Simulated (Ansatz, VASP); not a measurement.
## O in VASP and in Ansatz

```
CELL_PARAMETERS angstrom
2.49054 0.00000 0.00000
-1.24527 2.15687 0.00000
0.00000 0.00000 7.91007
ATOMIC_POSITIONS crystal
O 0.33333 0.66667 0.17190
O 0.66667 0.33333 0.82810
O 0.66667 0.33333 0.67190
O 0.33333 0.66667 0.32810
```

Alike in both runs: task single point; functional PBE; k mesh 12 × 12 × 4; occupations fermi-dirac, width 0.05 eV; no spin polarisation.

|  | VASP | Ansatz |
| --- | --- | --- |
| version | VASP 6.6.1 | Ansatz 0.2.0 |
| potentials or method | VASP PAW PBE potentials, release 64 (O) | Ansatz PAW |
| plane-wave cutoff (eV) | 520 | 420 |
| valence electrons in the cell | 24 | 24 |

```csv
,VASP,Ansatz,Ansatz less VASP
gap on the k mesh at the Fermi level (eV),none,none,-
pressure (GPa),0.6,-2.1,-2.76
"traceless stress, the component that is largest in VASP (GPa)",-3.42,-9.55,-6.128
rms of the force components (eV/Å),0.300,0.882,+0.5812
```

Atom by atom the forces differ by 0.581 eV/Å (rms over components). A gap of «none» marks a metal or a gap that the smearing closes. The functional is the same, so the differences come from potentials, cutoffs and numerics.

Noted on VASP's run: the standard files for N, O and F lose accuracy on very short bonds; spin is off for a triplet molecule. Noted on Ansatz's run: Pulay correction over one GPa; spin is off for a triplet molecule.
